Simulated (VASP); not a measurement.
# Sb (Im-3m) in VASP: notebook

Runs on Sb. Level: PBE. Tasks: single point.

Program: VASP 6.6.1. These are calculated values, not measurements. Logs are shortened: lines on timing, memory, paths and dates and some standing lists are left out, and cuts for length are marked.

## 1. The cell of the first run

Symmetry: Im-3m, No. 229, cubic system. The conventional cell has a = 3.837 Å, b = 3.837 Å, c = 3.837 Å, α = 90.00°, β = 90.00°, γ = 90.00°. Within 4.4 Å of Sb (site symmetry m-3m) lie 14 Sb at 3.32 to 3.84 Å.

This isn't the form of Sb at room conditions, which is rhombohedral.

## 2. Single point, PBE

INCAR reads:

```
ALGO = Normal
EDIFF = 1E-6
ENCUT = 520
GGA = PE
ISIF = 2
ISMEAR = -1
LASPH = True
LCHARG = False
LREAL = False
LWAVE = False
NBANDS = 8
NELM = 100
PREC = Accurate
SIGMA = 0.06122561905347299
```

KPOINTS reads:

```
k-points
0
Gamma
  40 40 40
```

POSCAR reads:

```
Sb
1.0
   -1.9187179484      1.9187179484      1.9187179484
    1.9187179484     -1.9187179484      1.9187179484
    1.9187179484      1.9187179484     -1.9187179484
Sb
1
Direct
    0.0000000000      0.0000000000      0.0000000000
```

Potentials or basis: VASP PAW PBE potentials, release 64 (Sb).

Started as:

```
$ cat potpaw_PBE.64/Sb/POTCAR > POTCAR
$ mpirun -np 1 vasp_std > vasp.out
```

OUTCAR:

```text
EDIFF = 1E-6
   ENCUT = 520
   GGA = PE
   ISIF = 2
   ISMEAR = -1
   LASPH = True
   LREAL = False
   NELM = 100
   PREC = Accurate

 ion  position               nearest neighbor table
   1  0.000  0.000  0.000-

  LATTYP: Found a body centered cubic cell.
 ALAT       =     3.8374358968

  Lattice vectors:

 A1 = (  -1.9187179484,   1.9187179484,   1.9187179484)
 A2 = (   1.9187179484,  -1.9187179484,   1.9187179484)
 A3 = (   1.9187179484,   1.9187179484,  -1.9187179484)

Analysis of symmetry for initial positions (statically):
=====================================================================
 Subroutine PRICEL returns:
 Original cell was already a primitive cell.

 Routine SETGRP: Setting up the symmetry group for a
 body centered cubic supercell.

 Subroutine GETGRP returns: Found 48 space group operations
 (whereof 48 operations were pure point group operations)
 out of a pool of 48 trial point group operations.

The static configuration has the point symmetry O_h .

Analysis of symmetry for dynamics (positions and initial velocities):
=====================================================================
 Subroutine PRICEL returns:
 Original cell was already a primitive cell.

 Routine SETGRP: Setting up the symmetry group for a
 body centered cubic supercell.

 Subroutine GETGRP returns: Found 48 space group operations
 (whereof 48 operations were pure point group operations)
 out of a pool of 48 trial point group operations.

The dynamic configuration has the point symmetry O_h .

 Subroutine INISYM returns: Found 48 space group operations
 (whereof 48 operations are pure point group operations),
 and found     1 'primitive' translations

----------------------------------------------------------------------------------------

                                     Primitive cell

  volume of cell :      28.2549

  direct lattice vectors                    reciprocal lattice vectors
    -1.918717948  1.918717948  1.918717948     0.000000000  0.260590672  0.260590672
     1.918717948 -1.918717948  1.918717948     0.260590672  0.000000000  0.260590672
     1.918717948  1.918717948 -1.918717948     0.260590672  0.260590672  0.000000000

  length of vectors
     3.323316972  3.323316972  3.323316972     0.368530863  0.368530863  0.368530863

  position of ions in fractional coordinates (direct lattice)
     0.000000000  0.000000000  0.000000000

  ion indices of the primitive-cell ions
   primitive index   ion index
                 1           1

----------------------------------------------------------------------------------------

 KPOINTS: k-points

Automatic generation of k-mesh.
 Grid dimensions read from file:
 generate k-points for:   40   40   40

 Generating k-lattice:

  Cartesian coordinates                     Fractional coordinates (reciprocal lattice)
     0.000000000  0.006514767  0.006514767     0.025000000  0.000000000  0.000000000
     0.006514767  0.000000000  0.006514767     0.000000000  0.025000000  0.000000000
     0.006514767  0.006514767  0.000000000     0.000000000  0.000000000  0.025000000

  Length of vectors
     0.009213272  0.009213272  0.009213272

  Shift w.r.t. Gamma in fractional coordinates (k-lattice)
     0.000000000  0.000000000  0.000000000

 Subroutine IBZKPT returns following result:
 ===========================================

 Found   1661 irreducible k-points:

 Following reciprocal coordinates:
            Coordinates               Weight
  0.000000  0.000000  0.000000      1.000000
  0.025000  0.000000  0.000000     12.000000
  0.050000  0.000000  0.000000     12.000000
  0.075000  0.000000  0.000000     12.000000
  0.100000  0.000000  0.000000     12.000000
  0.125000  0.000000  0.000000     12.000000
[... 16 lines left out ...]
  0.050000  0.025000  0.000000     48.000000
  0.075000  0.025000  0.000000     48.000000
 [... further k-points ...]
   k-points           NKPTS =   1661   k-points in BZ     NKDIM =   1661   number of bands    NBANDS=      8
   number of dos      NEDOS =    301   number of ions     NIONS =      1
   total plane-waves  NPLWV =  21952
   dimension x,y,z NGX =    28 NGY =   28 NGZ =   28
   dimension x,y,z NGXF=    56 NGYF=   56 NGZF=   56
   ions per type =               1
   NGX,Y,Z   is equivalent  to a cutoff of  14.01, 14.01, 14.01 a.u.
   NGXF,Y,Z  is equivalent  to a cutoff of  28.01, 28.01, 28.01 a.u.
 SYSTEM =  unknown system
   PREC   = accura    normal or accurate (medium, high low for compatibility)
   ISTART =      0    job   : 0-new  1-cont  2-samecut
   ICHARG =      2    charge: 1-file 2-atom 10-const
   ISPIN  =      1    spin polarized calculation?
   LNONCOLLINEAR =      F non collinear calculations
   LSORBIT =      F    spin-orbit coupling
   LASPH  =      T    aspherical Exc in radial PAW
   ENCUT  =  520.0 eV  38.22 Ry    6.18 a.u.   6.18  6.18  6.18*2*pi/ulx,y,z
   NELM   =    100;   NELMIN=  2; NELMDL= -5     # of ELM steps
   EDIFF  = 0.1E-05   stopping-criterion for ELM
   LREAL  =      F    real-space projection
   EDIFFG = 0.1E-04   stopping-criterion for IOM
   NSW    =      0    number of steps for IOM
   IBRION =     -1    ionic relax: 0-MD 1-quasi-New 2-CG
   NFREE  =      0    steps in history (QN), initial steepest desc. (CG)
   ISIF   =      2    stress and relaxation
   ISYM   =      2    0-nonsym 1-usesym 2-fastsym
   POTIM  = 0.5000    time-step for ionic-motion
   TEBEG  =    0.0;   TEEND  =   0.0 temperature during run
   PSTRESS=    0.0 pullay stress
   NELECT =       5.0000    total number of electrons
   NUPDOWN=      -1.0000    fix difference up-down
   EMIN   =  10.00;   EMAX   =-10.00  energy-range for DOS
   EFERMI =   0.00;   METHOD = LEGACY
   ISMEAR =    -1;   SIGMA  =   0.06  broadening in eV -4-tet -1-fermi 0-gaus
   EFERMI_NEDOS =   21; number of points for ismear=-14 and -15
   IALGO  =     38    algorithm
   IMIX   =      4    mixing-type and parameters
     AMIX     =   0.40;   BMIX     =  1.00
     AMIX_MAG =   1.60;   BMIX_MAG =  1.00
  volume/ion in A,a.u.               =      28.25       190.67
  Fermi-wavevector in a.u.,A,eV,Ry     =   0.919109  1.736864 11.493677  0.844761
  Thomas-Fermi vector in A             =   2.044266
   LORBIT       =      0    0 simple, 1 ext, 2 COOP (PROOUT), +10 PAW based schemes
   GGA     = PE    functional components
   LHFCALC =     F    Hartree Fock is set to
   AEXX    =    0.0000 exact exchange contribution
   IVDW    =     0    specifies the selected vdW correction
   LEPSILON=     F    determine dielectric tensor
   LRPA    =     F    only Hartree local field effects (RPA)
 non-spin polarized calculation
  energy-cutoff  :      520.00
  volume of cell :       28.25
 maximum number of plane-waves:       784
 NGX is ok and might be reduce to    28
   NGX = 13   NGY = 13   NGZ = 13

 number of electron       5.0000000 magnetization

 Free energy of the ion-electron system (eV)
  ---------------------------------------------------
  ext. energy  EPLUGINS =         0.00000000
  ---------------------------------------------------
  free energy    TOTEN  =        -3.90476249 eV

  energy without entropy =       -3.89659397  energy(sigma->0) =       -3.90067823

 E-fermi :   7.8221     XC(G=0): -10.0202

 val. band max:        7.8220575497   @ k =  -0.3000   0.3750   0.1500
 cond. band min:       7.8225689745   @ k =  -0.4000   0.4750   0.3000
 fundamental gap:      0.0005114248
 Fermi energy:         7.8221213039

 k-point     1 :       0.0000    0.0000    0.0000
  band No.  band energies     occupation
      1      -4.6426      2.00000
      2      12.9532      0.00000
      3      12.9532      0.00000
      4      12.9532      0.00000
      5      18.1965      0.00000
      6      18.1965      0.00000
      7      18.1965      0.00000
      8      19.5820      0.00000

 k-point     2 :       0.0250    0.0000    0.0000
  band No.  band energies     occupation
      1      -4.6302      2.00000
      2      12.8467      0.00000
      3      12.9109      0.00000
      4      12.9435      0.00000
      5      18.0903      0.00000
      6      18.1256      0.00000
      7      18.2539      0.00000
      8      19.3495      0.00000

 k-point     3 :       0.0500    0.0000    0.0000
  band No.  band energies     occupation
      1      -4.5927      2.00000
      2      12.5453      0.00000
      3      12.7896      0.00000
      4      12.9146      0.00000
      5      17.8447      0.00000
      6      17.8948      0.00000
      7      18.4201      0.00000
      8      19.1645      0.00000

 k-point     4 :       0.0750    0.0000    0.0000
  band No.  band energies     occupation
      1      -4.5303      2.00000
      2      12.0912      0.00000
      3      12.6040      0.00000
      4      12.8668      0.00000
      5      17.5457      0.00000
      6      17.5502      0.00000
      7      18.6807      0.00000
      8      19.0414      0.00000

 k-point     5 :       0.1000    0.0000    0.0000
  band No.  band energies     occupation
      1      -4.4432      2.00000
      2      11.5300      0.00000
      3      12.3722      0.00000
      4      12.8011      0.00000
      5      17.1599      0.00000
      6      17.2468      0.00000
      7      18.8919      0.00000
      8      19.0174      0.00000

 k-point     6 :       0.1250    0.0000    0.0000
  band No.  band energies     occupation
      1      -4.3314      2.00000
      2      10.8990      0.00000
      3      12.1108      0.00000
      4      12.7188      0.00000
      5      16.7799      0.00000
      6      16.9501      0.00000
      7      18.7892      0.00000
      8      19.2398      0.00000

 k-point     7 :       0.1500    0.0000    0.0000
  band No.  band energies     occupation
      1      -4.1952      2.00000
      2      10.2256      0.00000
      3      11.8338      0.00000
      4      12.6221      0.00000
      5      16.4209      0.00000
      6      16.6665      0.00000
      7      18.7348      0.00000
      8      19.3388      0.00000

 k-point     8 :       0.1750    0.0000    0.0000
  band No.  band energies     occupation
      1      -4.0348      2.00000
      2       9.5292      0.00000
      3      11.5517      0.00000
      4      12.5136      0.00000
      5      16.0879      0.00000
      6      16.3992      0.00000
      7      18.7282      0.00000
      8      19.4582      0.00000

 k-point     9 :       0.2000    0.0000    0.0000
  band No.  band energies     occupation
      1      -3.8507      2.00000
      2       8.8232      0.00000
      3      11.2725      0.00000
      4      12.3966      0.00000
      5      15.7821      0.00000
      6      16.1499      0.00000
      7      18.7679      0.00000
      8      19.5970      0.00000

 k-point    10 :       0.2250    0.0000    0.0000
  band No.  band energies     occupation
      1      -3.6435      2.00000
      2       8.1176      0.01592
      3      11.0022      0.00000
      4      12.2744      0.00000
      5      15.5037      0.00000
      6      15.9195      0.00000
      7      18.8514      0.00000
      8      19.7548      0.00000
[... 78 lines left out ...]
 k-point    18 :       0.4250    0.0000    0.0000
  band No.  band energies     occupation
      1      -1.3937      2.00000
      2       3.2585      2.00000
      3       9.5408      0.00000
      4      11.4845      0.00000
      5      14.1918      0.00000
      6      14.7909      0.00000
      7      20.6714      0.00000
      8      21.7001      0.00000

 k-point    19 :       0.4500    0.0000    0.0000
  band No.  band energies     occupation
      1      -1.1411      2.00000
      2       2.8839      2.00000
      3       9.4709      0.00000
      4      11.4422      0.00000
      5      14.1350      0.00000
      6      14.7404      0.00000
      7      20.9520      0.00000
      8      22.0241      0.00000

 k-point    20 :       0.4750    0.0000    0.0000
  band No.  band energies     occupation
      1      -0.9630      2.00000
      2       2.6325      2.00000
      3       9.4288      0.00000
      4      11.4166      0.00000
      5      14.1010      0.00000
      6      14.7102      0.00000
      7      21.1772      0.00000
      8      22.3565      0.00000

 k-point    21 :       0.5000    0.0000    0.0000
  band No.  band energies     occupation
      1      -0.8976      2.00000
      2       2.5426      2.00000
      3       9.4147      0.00000
      4      11.4080      0.00000
      5      14.0897      0.00000
      6      14.7001      0.00000
      7      21.2703      0.00000
      8      22.6004      0.00000

 k-point    22 :       0.0250    0.0250    0.0000
  band No.  band energies     occupation
      1      -4.6052      2.00000
      2      12.6394      0.00000
      3      12.8567      0.00000
      4      12.8997      0.00000
      5      17.9337      0.00000
      6      17.9675      0.00000
      7      18.3580      0.00000
      8      19.0701      0.00000

 k-point    23 :       0.0500    0.0250    0.0000
  band No.  band energies     occupation
      1      -4.5553      2.00000
      2      12.2675      0.00000
      3      12.7069      0.00000
      4      12.8504      0.00000
      5      17.6697      0.00000
      6      17.7058      0.00000
      7      18.5394      0.00000
      8      18.8856      0.00000

 k-point    24 :       0.0750    0.0250    0.0000
  band No.  band energies     occupation
      1      -4.4805      2.00000
      2      11.7703      0.00000
      3      12.4882      0.00000
      4      12.7898      0.00000
      5      17.3500      0.00000
      6      17.3926      0.00000
      7      18.7703      0.00000
      8      18.8149      0.00000

 [... further k-points ...]

------------------------ aborting loop because EDIFF is reached ----------------------------------------

  FORCE on cell =-STRESS in cart. coord.  units (eV):
  Direction    XX          YY          ZZ          XY          YZ          ZX
  --------------------------------------------------------------------------------------
  -------------------------------------------------------------------------------------
  Total       -0.3848998     -0.3848998     -0.3848998     -0.0000000      0.0000000     -0.0000000
  in kB      -21.8255350    -21.8255350    -21.8255350     -0.0000000      0.0000000     -0.0000000
  external PRESSURE =     -21.8255350 kB  Pullay stress =       0.0000000 kB

 VOLUME and BASIS-vectors are now :
 -----------------------------------------------------------------------------
  energy-cutoff  :      520.00
  volume of cell :       28.25
      direct lattice vectors                 reciprocal lattice vectors
    -1.918717948  1.918717948  1.918717948     0.000000000  0.260590672  0.260590672
     1.918717948 -1.918717948  1.918717948     0.260590672  0.000000000  0.260590672
     1.918717948  1.918717948 -1.918717948     0.260590672  0.260590672  0.000000000

 POSITION                                       TOTAL-FORCE (eV/Angst)
 -----------------------------------------------------------------------------------
      0.00000      0.00000      0.00000         0.000000      0.000000      0.000000
 -----------------------------------------------------------------------------------
    total drift:                                0.000000      0.000000      0.000000

  FREE ENERGIE OF THE ION-ELECTRON SYSTEM (eV)
  ---------------------------------------------------
  free  energy   TOTEN  =        -3.9047624867 eV

  energy  without entropy=       -3.8965939671  energy(sigma->0) =       -3.90067823
```

It took 7.7 min on 1 thread of Intel Xeon 8259CL, shared host; peak memory 0.48 GiB.

Results:

| Item | Value |
| --- | --- |
| Free energy | -3.9048 eV |
| Pressure | -2.2 GPa |
| Band gap on the k mesh | zero (an odd number of electrons rules out a gap without spin polarisation) |

Levels at points of the mesh, in eV from the Fermi level:
```
           k point  band 1  band 2  band 3  band 4  band 5  band 6
(0.00, 0.00, 0.00)  -12.46    5.13    5.13    5.13   10.37   10.37
(0.50, 0.00, 0.00)   -8.72   -5.28    1.59    3.59    6.27    6.88
(0.50, 0.50, 0.50)   -5.80   -1.88   -1.88   -1.88    3.09    3.09
```

Caveat: spin-orbit coupling is left out, which moves the levels of the heavy elements; an odd number of electrons without spin polarisation forces a metal; a magnetic or distorted state may lie lower.

## 3. Single point, PBE

This run uses another cell than the first one, of 28.80 Å³/atom.

INCAR reads:

```
ALGO     = Normal         # electronic algorithm
EDIFF    = 1E-7           # SCF threshold, eV
ENCUT    = 520            # plane-wave cutoff, eV
GGA      = PE             # functional
ISIF     = 2              # what is computed and relaxed
ISMEAR   = -1             # smearing method
LASPH    = T              # aspherical terms in the spheres
LCHARG   = F              # write CHGCAR
LREAL    = F              # projectors in reciprocal space
LWAVE    = F              # write WAVECAR
NBANDS   = 8              # bands
NELM     = 80             # most SCF steps
PREC     = Accurate       # precision mode
SIGMA    = 0.06122561905347299 # smearing width, eV
```

KPOINTS is that of step 2.

POSCAR reads:

```
Sb
1.0
   -1.9309394113      1.9309394113      1.9309394113
    1.9309394113     -1.9309394113      1.9309394113
    1.9309394113      1.9309394113     -1.9309394113
Sb
1
Direct
    0.0000000000      0.0000000000      0.0000000000
```

Potentials or basis: VASP PAW PBE potentials, release 64 (Sb).

Started as:

```
$ cat potpaw_PBE.64/Sb/POTCAR > POTCAR
$ mpirun -np 1 vasp_std > vasp.out
```

It took 9.1 min on 1 thread of Intel Xeon 8259CL, shared host; peak memory 0.49 GiB.

Results (log left out):

| Item | Value |
| --- | --- |
| Free energy | -3.8958 eV |
| Pressure | -3.1 GPa |
| Band gap on the k mesh | zero (an odd number of electrons rules out a gap without spin polarisation) |

Levels at points of the mesh, in eV from the Fermi level:
```
           k point  band 1  band 2  band 3  band 4  band 5  band 6  band 7
(0.00, 0.00, 0.00)  -12.32    4.99    4.99    4.99   10.31   10.31   10.31
(0.50, 0.00, 0.00)   -8.69   -5.16    1.55    3.52    6.21    6.86   13.33
(0.50, 0.50, 0.50)   -5.88   -1.84   -1.84   -1.84    3.13    3.13   17.13
```

Caveat: the cell stands under tension; spin-orbit coupling is left out, which moves the levels of the heavy elements; an odd number of electrons without spin polarisation forces a metal; a magnetic or distorted state may lie lower.
